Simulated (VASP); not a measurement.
Set up this calculation in VASP 6.6.1, as the native input.

| Property | Result |
| --- | --- |
| Task | relaxation of cell and atoms |
| Functional | PBE |
| Potentials or basis | VASP PAW PBE potentials, release 64 (Ca_sv, Be, O) |
| Cutoff | 600 eV |
| k mesh | 12 × 12 × 6 |
| Occupations | gaussian, width 0.1 eV |
| Spin | no spin polarisation |
| Dipole correction | no |
| Further INCAR settings | ALGO = Normal; EDIFF = 1e-06; IBRION = 2; EDIFFG = -0.01; NSW = 100; ISIF = 3 |

The structure of CaBe2O3 lies in POSCAR:

```
CaBe2O3
1.0
    3.5953412181      0.0000000000      0.0000000000
   -1.7976706090      3.1136568301      0.0000000000
    0.0000000000      0.0000000000      7.5821311518
Ca Be O
1 2 3
Direct
    0.6666666667      0.3333333333      0.0000000000
    0.3333333333      0.6666666667      0.3736200697
    0.3333333333      0.6666666667      0.6263799303
    0.6666666667      0.3333333333      0.5000000000
    0.0000000000      0.0000000000      0.0000000000
    0.0000000000      0.0000000000      0.5000000000
```

One way to write it, as run:

INCAR

```
ALGO     = Normal         # electronic algorithm
EDIFF    = 1E-6           # SCF threshold, eV
EDIFFG   = -0.01          # ionic threshold
ENCUT    = 600            # plane-wave cutoff, eV
GGA      = PE             # functional
IBRION   = 2              # ionic algorithm
ISIF     = 3              # what is computed and relaxed
ISMEAR   = 0              # smearing method
LASPH    = T              # aspherical terms in the spheres
LCHARG   = F              # write CHGCAR
LREAL    = F              # projectors in reciprocal space
LWAVE    = F              # write WAVECAR
NELM     = 80             # most SCF steps
NSW      = 100            # ionic steps
PREC     = Accurate       # precision mode
SIGMA    = 0.1            # smearing width, eV
```

KPOINTS

```
k-points
0
Gamma
  12 12 6
```

Potentials or basis: VASP PAW PBE potentials, release 64 (Ca_sv, Be, O).

Launch:

```console
$ cat potpaw_PBE.64/Ca_sv/POTCAR potpaw_PBE.64/Be/POTCAR potpaw_PBE.64/O/POTCAR > POTCAR
$ mpirun -np 1 vasp_std > vasp.out
```

It gave:

```yaml
Relaxed_volume: 14.20 Å³/atom
Relaxed_cell: a = 3.603 Å, b = 3.603 Å, c = 7.581 Å, α = 90.00°, β = 90.00°, γ = 120.00°
Space_group_after_relaxing_to_0.05_Å: P-6m2 (No. 187)
Energy_gained_by_relaxing: 0.1 meV/atom
Ionic_steps: 3
Pressure_after_relaxing: 0.0 GPa
Largest_force_after_relaxing: 0.004 eV/Å
Band_gap_on_the_k_mesh: zero (band 16 reaches 3.16 eV, above the bottom of band 17 at 1.15 eV)
```

Run time: 5.5 min on 1 thread of Intel(R) Xeon(R) Platinum 8259CL CPU @ 2.50GHz (Skylake/Cascade Lake), on a shared host, peak memory 0.35 GiB.
